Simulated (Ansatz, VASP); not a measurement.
# One calculation of Na, two programs

INCAR

```
SYSTEM = Na
PREC = Accurate
ENCUT = 520
EDIFF = 1E-8
ISMEAR = -1
SIGMA = 0.05
LREAL = .FALSE.
LASPH = .TRUE.
NELM = 60
ALGO = Normal
ISIF = 2
LWAVE = .FALSE.
LCHARG = .FALSE.
LEFG = .TRUE.
NBANDS = 14
```

The input KPOINTS:

```
regular mesh
0
G
  11 11 6
  0 0 0
```

File POSCAR:

```
Na
1.0
    3.7670009976      0.0376700100      0.0376700100
   -1.8508773132      3.2434835550      0.0137881806
    0.0615400000      0.0615400000      6.1540000000
Na
2
Direct
    0.3333333333      0.6666666667      0.2500000000
    0.6666666667      0.3333333333      0.7500000000
```

Input for Ansatz:

```yaml
crystal:
  lattice:
    - [3.7670009976, 0.03767001, 0.03767001]
    - [-1.8508773132, 3.243483555, 0.0137881806]
    - [0.06154, 0.06154, 6.154]
  atoms:
    - { symbol: Na, position: [0.3333333333, 0.6666666667, 0.25] }
    - { symbol: Na, position: [0.6666666667, 0.3333333333, 0.75] }
kpoints:
  mp_grid: { grid: [11, 11, 6] }
scf:
  occupations: { method: fermi_dirac, width: 0.05 }
hamiltonian:
  xc: lda
  pseudopotentials: { kind: all_electron, datasets: crystal }
output:
  forces: true
  stress: true
  eigenvalues: true
  efg: { contact_densities: true }
```

Change from the starting cell: equal xy, yz and zx shear strains of +2 %, crystal datasets.

Alike in both runs: task electric field gradients; functional LDA; k mesh 11 × 11 × 6; occupations fermi-dirac, width 0.05 eV; no spin polarisation.

|  | VASP | Ansatz |
| --- | --- | --- |
| version | VASP 6.6.1 | Ansatz 0.2.0 |
| potentials or method | VASP PAW LDA potentials, release 64 (Na_pv), cutoff 520 eV | all-electron PAW with datasets made for the crystal, scalar-relativistic |

|  | VASP | Ansatz | Ansatz less VASP |
| --- | --- | --- | --- |
| pressure (GPa) | -0.9 | -0.9 | +0.01 |
| traceless stress, the component that is largest in VASP (GPa) | 0.16 | 0.16 | -0.001 |
| rms of the force components (eV/Å) | 0.003 | 0.003 | -0.0002 |
| size of Vzz on the site where it differs most (V/Å²) | 0.6 | 0.5 | -0.03 |

LDA's correlation is that of Perdew and Zunger in VASP and of Perdew and Wang (1992) in Ansatz. Atom by atom the forces differ by 0.000 eV/Å (rms over components). Ansatz ran all-electron here, and VASP with PAW potentials.
